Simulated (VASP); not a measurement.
# MnS (Fm-3m) in VASP: notebook, part 2 of 2

VASP 6.6.1.

## (3) Single point, PBE, collinear spin, ferromagnetic start

The input, INCAR:

```
SYSTEM = MnS
PREC = Accurate ; ENCUT = 520
EDIFF = 1E-7 ; ISMEAR = 0
SIGMA = 0.011 ; LREAL = .FALSE.
LASPH = .TRUE. ; NELM = 150
ALGO = Normal ; ISIF = 2
LWAVE = .FALSE. ; LCHARG = .FALSE.
ISPIN = 2 ; MAGMOM = 4 0
LORBIT = 11 ; LMAXMIX = 4
GGA = PE ; NBANDS = 20
```

The input, KPOINTS:

```
regular mesh
0
G
  9 9 9
  0 0 0
```

The input, POSCAR:

```
MnS
1.0
    0.0000000000      2.6045000000      2.6045000000
    2.6045000000      0.0000000000      2.6045000000
    2.6045000000      2.6045000000      0.0000000000
Mn S
1 1
Direct
    0.0000000000      0.0000000000      0.0000000000
    0.5000000000      0.5000000000      0.5000000000
```

Potentials or basis: VASP PAW PBE potentials, release 64 (Mn_pv, S).

On the command line:

```bash
$ cat potpaw_PBE.64/Mn_pv/POTCAR potpaw_PBE.64/S/POTCAR > POTCAR
$ mpirun -np 1 vasp_std > vasp.out
```

OUTCAR:

```text
SYSTEM = MnS
   PREC = Accurate
   ENCUT = 520
   EDIFF = 1E-7
   ISMEAR = 0
   LREAL = .FALSE.
   LASPH = .TRUE.
   NELM = 150
   ISIF = 2
   ISPIN = 2
   LORBIT = 11
   GGA = PE

 ion  position               nearest neighbor table
   1  0.000  0.000  0.000-   2 2.60   2 2.60   2 2.60   2 2.60   2 2.60   2 2.60
   2  0.500  0.500  0.500-   1 2.60   1 2.60   1 2.60   1 2.60   1 2.60   1 2.60

  LATTYP: Found a face centered cubic cell.
 ALAT       =     5.2090000000

  Lattice vectors:

 A1 = (   0.0000000000,   2.6045000000,   2.6045000000)
 A2 = (   2.6045000000,   0.0000000000,   2.6045000000)
 A3 = (   2.6045000000,   2.6045000000,   0.0000000000)

[... 1316 lines left out ...]

 VOLUME and BASIS-vectors are now :
 -----------------------------------------------------------------------------
  energy-cutoff  :      520.00
  volume of cell :       35.33
      direct lattice vectors                 reciprocal lattice vectors
     0.000000000  2.604500000  2.604500000    -0.191975427  0.191975427  0.191975427
     2.604500000  0.000000000  2.604500000     0.191975427 -0.191975427  0.191975427
     2.604500000  2.604500000  0.000000000     0.191975427  0.191975427 -0.191975427

 POSITION                                       TOTAL-FORCE (eV/Angst)
 -----------------------------------------------------------------------------------
      0.00000      0.00000      0.00000        -0.000000      0.000000     -0.000000
      2.60450      2.60450      2.60450         0.000000      0.000000      0.000000
 -----------------------------------------------------------------------------------
    total drift:                               -0.000000      0.000000      0.000000

  FREE ENERGIE OF THE ION-ELECTRON SYSTEM (eV)
  ---------------------------------------------------
  free  energy   TOTEN  =       -14.0664007098 eV

  energy  without entropy=      -14.0663376663  energy(sigma->0) =      -14.06636919

 total charge

# of ion       s       p       d       tot
------------------------------------------
    1        0.215   6.162   4.928  11.305
    2        1.327   2.401   0.000   3.729
--------------------------------------------------
tot          1.542   8.563   4.928  15.033

 magnetization (x)

# of ion       s       p       d       tot
------------------------------------------
    1        0.052   0.039   4.170   4.261
    2        0.027   0.082   0.000   0.109
--------------------------------------------------
tot          0.078   0.121   4.170   4.370
```

OSZICAR:

```text
N       E                     dE             d eps       ncg     rms          rms(c)
DAV:   1     0.153584105959E+03    0.15358E+03   -0.10106E+04  2816   0.975E+02
DAV:   2    -0.693381468319E+01   -0.16052E+03   -0.15080E+03  2916   0.284E+02
DAV:   3    -0.150982884821E+02   -0.81645E+01   -0.80627E+01  3296   0.694E+01
DAV:   4    -0.151965968676E+02   -0.98308E-01   -0.98248E-01  3164   0.774E+00
DAV:   5    -0.151980356661E+02   -0.14388E-02   -0.14388E-02  3164   0.987E-01    0.115E+01
DAV:   6    -0.141253986659E+02    0.10726E+01   -0.55882E+00  3120   0.272E+01    0.110E+01
DAV:   7    -0.140689829251E+02    0.56416E-01   -0.68887E-01  3068   0.106E+01    0.620E+00
DAV:   8    -0.140705844073E+02   -0.16015E-02   -0.34032E-02  3092   0.148E+00    0.323E+00
DAV:   9    -0.140659215052E+02    0.46629E-02   -0.11824E-02  2980   0.106E+00    0.278E-01
DAV:  10    -0.140663073350E+02   -0.38583E-03   -0.23174E-03  3008   0.333E-01    0.141E-01
DAV:  11    -0.140663584165E+02   -0.51081E-04   -0.24101E-04  3072   0.114E-01    0.109E-01
DAV:  12    -0.140663832894E+02   -0.24873E-04   -0.42186E-05  3092   0.537E-02    0.763E-02
DAV:  13    -0.140663981474E+02   -0.14858E-04   -0.91575E-06  2968   0.237E-02    0.303E-02
DAV:  14    -0.140664004401E+02   -0.22928E-05   -0.43705E-06  3020   0.182E-02    0.682E-03
DAV:  15    -0.140664007207E+02   -0.28057E-06   -0.65927E-07  3116   0.537E-03    0.136E-03
DAV:  16    -0.140664007098E+02    0.10927E-07   -0.33622E-08  1996   0.149E-03
   1 F= -.14066401E+02 E0= -.14066369E+02  d E =-.630435E-04  mag=     4.7202
```

stdout:

```text
POSCAR found type information on POSCAR MnS
 POSCAR found :  2 types and       2 ions
 scaLAPACK will be used
 LDA part: xc-table for (Slater+PW92), standard interpolation
 POSCAR, INCAR and KPOINTS ok, starting setup
 FFT: planning ... GRIDC
 FFT: planning ... GRID_SOFT
 FFT: planning ... GRID
 WAVECAR not read
 entering main loop
```

Wall time 50 s (1 thread of Intel Xeon Platinum 8259CL at 2.50GHz (Skylake/Cascade Lake), shared host); peak memory 0.19 GiB.

Results:

```yaml
Free_energy: -14.0664 eV
Pressure: -2.9 GPa
Net_moment: 4.72 μB per cell
Site_moments: Mn +4.26; S +0.11 μB
Valence_electrons_inside_the_program's_atomic_spheres: Mn 11.30; S 3.73
```

Caveat: a cell with one magnetic atom can't hold antiferromagnetic order, which such compounds often take; semilocal functionals often make such compounds metallic where correlation or magnetic order opens a gap, which also shifts bond lengths.

## (4) Single point, PBE, collinear spin, ferromagnetic start

The input, INCAR:

```
SYSTEM = MnS
PREC = Accurate
ENCUT = 520
EDIFF = 1E-6
ISMEAR = 0
SIGMA = 0.020999999999999998
LREAL = .FALSE.
LASPH = .TRUE.
NELM = 150
ALGO = Normal
ISIF = 2
LWAVE = .FALSE.
LCHARG = .FALSE.
ISPIN = 2
MAGMOM = 4 0
LORBIT = 11
LMAXMIX = 4
GGA = PE
NBANDS = 20
```

KPOINTS is that of step 3.

POSCAR is that of step 3.

On the command line:

```bash
$ cat potpaw_PBE.64/Mn_pv/POTCAR potpaw_PBE.64/S/POTCAR > POTCAR
$ mpirun -np 1 vasp_std > vasp.out
```

Wall time 57 s (1 thread of Intel Xeon Platinum 8259CL at 2.50GHz (Skylake/Cascade Lake), shared host); peak memory 0.19 GiB.

The run converged. Its results:

* Free energy: -14.0665 eV
* Pressure: -2.9 GPa
* Net moment: 4.72 μB per cell
* Site moments: Mn +4.26; S +0.11 μB
* Valence electrons inside the program's atomic spheres: Mn 11.30; S 3.73

Levels at points of the mesh, in eV from the Fermi level:
Spin up:
```tsv
k point	band 9	band 10	band 11	band 12	band 13	band 14	band 15	band 16
(0.00, 0.00, 0.00)	-3.28	-1.86	-1.86	-1.86	1.72	8.61	8.61	8.61
```
Spin down:
```
           k point  band 3  band 4  band 5  band 6  band 7  band 8  band 9  band 10  band 11  band 12
(0.00, 0.00, 0.00)  -46.16  -14.27   -1.64   -1.64   -1.64    0.32    0.32     0.32     0.37     0.37
```

Caveat: a cell with one magnetic atom can't hold antiferromagnetic order, which such compounds often take; semilocal functionals often make such compounds metallic where correlation or magnetic order opens a gap, which also shifts bond lengths. With open d or f shells a metallic result of PBE can be an artefact of self-interaction; +U or a hybrid may open a gap.

## (5) Single point, BLYP, collinear spin, ferromagnetic start

This run uses another cell than the first one, of 18.11 Å³/atom, 1.025 times its volume.

The input, INCAR:

```
  AGGAC = 1.0
  AGGAX = 1.0
  ALDAC = 0.0
  ALDAX = 1.0
  ALGO = Normal
  EDIFF = 1E-6
  ENCUT = 520
  GGA = B5
  ISIF = 2
  ISMEAR = -1
  ISPIN = 2
  LASPH = T
  LCHARG = T
  LELF = T
  LMAXMIX = 4
  LORBIT = 11
  LREAL = F
  LVHAR = T
  LWAVE = F
  MAGMOM = 4 0
  NBANDS = 20
  NELM = 150
  PREC = Accurate
  SIGMA = 0.05
```

The input, KPOINTS:

```
k-points
0
Gamma
  9 9 9
```

The input, POSCAR:

```
MnS
1.0
    0.0000000000      2.6259147438      2.6259147438
    2.6259147438      0.0000000000      2.6259147438
    2.6259147438      2.6259147438      0.0000000000
Mn S
1 1
Direct
    0.0000000000      0.0000000000      0.0000000000
    0.5000000000      0.5000000000      0.5000000000
```

On the command line:

```bash
$ cat potpaw_PBE.64/Mn_pv/POTCAR potpaw_PBE.64/S/POTCAR > POTCAR
$ mpirun -np 1 vasp_std > vasp.out
```

It took 67 s on 1 thread of Intel Xeon Platinum 8259CL at 2.50GHz (Skylake/Cascade Lake), shared host; peak memory 0.19 GiB.

Results (log left out):

| Quantity | Value |
| --- | --- |
| Free energy | -12.5445 eV |
| Pressure | 0.0 GPa |
| Net moment | 4.70 μB per cell |
| Site moments | Mn +4.23; S +0.13 μB |
| Valence electrons inside the program's atomic spheres | Mn 11.33; S 3.76 |

Levels at points of the mesh, in eV from the Fermi level:
Spin up:
| k point | band 8 | band 9 | band 10 | band 11 | band 12 | band 13 | band 14 | band 15 | band 16 | band 17 |
| --- | --- | --- | --- | --- | --- | --- | --- | --- | --- | --- |
| (0.00, 0.00, 0.00) | -3.11 | -3.11 | -1.80 | -1.80 | -1.80 | 1.84 | 8.86 | 8.86 | 8.86 | 11.32 |
Spin down:
```csv
k point,band 3,band 4,band 5,band 6,band 7,band 8,band 9,band 10,band 11,band 12
"(0.00, 0.00, 0.00)",-46.05,-14.04,-1.59,-1.59,-1.59,0.24,0.24,0.24,0.27,0.27
```

Caveat: the PAW data sets were made with another functional, which shifts forces and pressure a little; a cell with one magnetic atom can't hold antiferromagnetic order, which such compounds often take; semilocal functionals often make such compounds metallic where correlation or magnetic order opens a gap, which also shifts bond lengths.

## (6) Single point, LDA, collinear spin, ferromagnetic start (volume scaled by 0.94)

The input, INCAR:

```
SYSTEM = MnS
ALGO     = Normal         ! electronic algorithm
EDIFF    = 1E-6           ! SCF threshold, eV
ENCUT    = 520            ! plane-wave cutoff, eV
ISIF     = 2              ! what is computed and relaxed
ISMEAR   = -1             ! smearing method
ISPIN    = 2              ! spin polarisation
LASPH    = .True.         ! aspherical terms in the spheres
LCHARG   = .True.         ! write CHGCAR
LELF     = .True.         ! ELF
LMAXMIX  = 4              ! l up to which the mixer works
LORBIT   = 11             ! projections on sites
LREAL    = .False.        ! projectors in reciprocal space
LVHAR    = .True.       
LWAVE    = .False.        ! write WAVECAR
MAGMOM   = 4 0            ! initial moments
NBANDS   = 20             ! bands
NELM     = 150            ! most SCF steps
PREC     = Accurate       ! precision mode
SIGMA    = 0.05           ! smearing width, eV
```

The input, KPOINTS:

```
k-points
0
Gamma
  9 9 9
  0 0 0
```

The input, POSCAR:

```
MnS
1.0
    0.0000000000      2.5513320201      2.5513320201
    2.5513320201      0.0000000000      2.5513320201
    2.5513320201      2.5513320201      0.0000000000
Mn S
1 1
Direct
    0.0000000000      0.0000000000      0.0000000000
    0.5000000000      0.5000000000      0.5000000000
```

Potentials or basis: VASP PAW LDA potentials, release 64 (Mn_pv, S).

On the command line:

```bash
$ cat potpaw_LDA.64/Mn_pv/POTCAR potpaw_LDA.64/S/POTCAR > POTCAR
$ mpirun -np 1 vasp_std > vasp.out
```

Run time: 46 s. Hardware: 1 thread of Intel Xeon Platinum 8259CL at 2.50GHz (Skylake/Cascade Lake), shared host; peak memory 0.16 GiB.

The run converged. Its results:

```
Free energy                                           : -15.1344 eV
Pressure                                              : -11.3 GPa
Net moment                                            : 4.23 μB per cell
Site moments                                          : Mn +3.86; S +0.07 μB
Valence electrons inside the program's atomic spheres : Mn 11.41; S 3.69
```

Levels at points of the mesh, in eV from the Fermi level:
Spin up:
| k point | band 8 | band 9 | band 10 | band 11 | band 12 | band 13 | band 14 | band 15 | band 16 | band 17 |
| --- | --- | --- | --- | --- | --- | --- | --- | --- | --- | --- |
| (0.00, 0.00, 0.00) | -2.97 | -2.97 | -1.91 | -1.91 | -1.91 | 2.23 | 8.85 | 8.85 | 8.85 | 10.68 |
Spin down:
| k point | band 5 | band 6 | band 7 | band 8 | band 9 | band 10 |
| --- | --- | --- | --- | --- | --- | --- |
| (0.00, 0.00, 0.00) | -1.68 | -1.68 | -1.68 | -0.14 | -0.14 | -0.14 |

Caveat: the cell differs from its parent crystal (volume scaled by 0.94); a cell with one magnetic atom can't hold antiferromagnetic order, which such compounds often take; semilocal functionals often make such compounds metallic where correlation or magnetic order opens a gap, which also shifts bond lengths.

## (7) Overview

```tsv
level	potentials or basis	cell	smearing	gap on the mesh (eV)	pressure (GPa)	moment (μB)
PBEsol	VASP PAW PBE potentials, release 64 (Mn_pv, S)	a = 3.683 Å, angles 60.0°, 2 atoms	fermi-dirac 0.05 eV	none	-7.2	4.69
PBE	VASP PAW PBE potentials, release 64 (Mn_pv, S)	a = 3.683 Å, angles 60.0°, 2 atoms	gaussian 0.011 eV	none	-2.9	4.72
PBE	VASP PAW PBE potentials, release 64 (Mn_pv, S)	a = 3.683 Å, angles 60.0°, 2 atoms	gaussian 0.021 eV	none	-2.9	4.72
BLYP	VASP PAW PBE potentials, release 64 (Mn_pv, S)	a = 3.714 Å, angles 60.0°, 2 atoms	fermi-dirac 0.05 eV	none	0.0	4.70
LDA	VASP PAW LDA potentials, release 64 (Mn_pv, S)	a = 3.608 Å, angles 60.0°, 2 atoms	fermi-dirac 0.05 eV	none	-11.3	4.23
```

Alike in all rows: task single point; spin collinear, ferromagnetic start; k mesh 9 × 9 × 9; cutoff (eV) 520.

Caveats: a cell with one magnetic atom can't hold antiferromagnetic order, which such compounds often take; semilocal functionals often make such compounds metallic where correlation or magnetic order opens a gap, which also shifts bond lengths; the PAW data sets were made with another functional, which shifts forces and pressure a little (some runs).

Absolute energies hang on the potentials; compare differences alone.
